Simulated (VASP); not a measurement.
Wanted: the native input for a VASP 6.6.1 run.

```yaml
Task: relaxation of cell and atoms
Functional: PBE
Potentials_or_basis: VASP PAW PBE potentials, release 64 (Ba_sv, S)
Cutoff: 600 eV
k_mesh: 9 × 9 × 9
Occupations: fermi-dirac, width 0.08 eV
Spin: no spin polarisation
Dipole_correction: no
Further_INCAR_settings: ALGO = Normal; EDIFF = 1e-06; IBRION = 2; EDIFFG = -0.005; NSW = 100; ISIF = 3
```

The structure of BaS (zincblende type) lies in POSCAR:

```
BaS
1.0
    0.0000000000      3.2195088072      3.2195088072
    3.2195088072      0.0000000000      3.2195088072
    3.2195088072      3.2195088072      0.0000000000
Ba S
1 1
Direct
    0.0000000000      0.0000000000      0.0000000000
    0.2500000000      0.2500000000      0.2500000000
```

The input as run:

INCAR

```
SYSTEM = BaS
PREC = Accurate ; ENCUT = 600
EDIFF = 1E-6 ; ISMEAR = -1
SIGMA = 0.08 ; LREAL = .FALSE.
LASPH = .TRUE. ; NELM = 80
ALGO = Normal ; ISIF = 3
LWAVE = .FALSE. ; LCHARG = .FALSE.
GGA = PE ; IBRION = 2
NSW = 100 ; EDIFFG = -0.005
```

KPOINTS

```
Automatic mesh
0
G
  9 9 9
  0 0 0
```

Potentials or basis: VASP PAW PBE potentials, release 64 (Ba_sv, S).

Run with:

```console
$ cat potpaw_PBE.64/Ba_sv/POTCAR potpaw_PBE.64/S/POTCAR > POTCAR
$ mpirun -np 1 vasp_std > vasp.out
```

Results of the run:

```yaml
Relaxed_volume: 44.18 Å³/atom
Relaxed_cell: a = 5.000 Å, b = 5.000 Å, c = 5.000 Å, α = 60.00°, β = 60.00°, γ = 60.00°
Space_group_after_relaxing_to_0.1_Å: F-43m (No. 216)
Energy_gained_by_relaxing: 362.3 meV/atom
Ionic_steps: 5
Pressure_after_relaxing: 0.0 GPa
Band_gap_on_the_k_mesh: 2.77 eV (least direct gap 3.40 eV)
```

Caveat: the volume moved by over 15 % at a fixed basis, so the end points are rough; spin-orbit coupling is left out, which moves the levels of the heavy elements; an odd mesh through Γ misses points on the zone boundary, where band edges can lie.

Run time: 42 s on 1 thread of Intel(R) Xeon(R) 6975P-C (Granite Rapids), with other jobs on the host, peak memory 0.23 GiB.
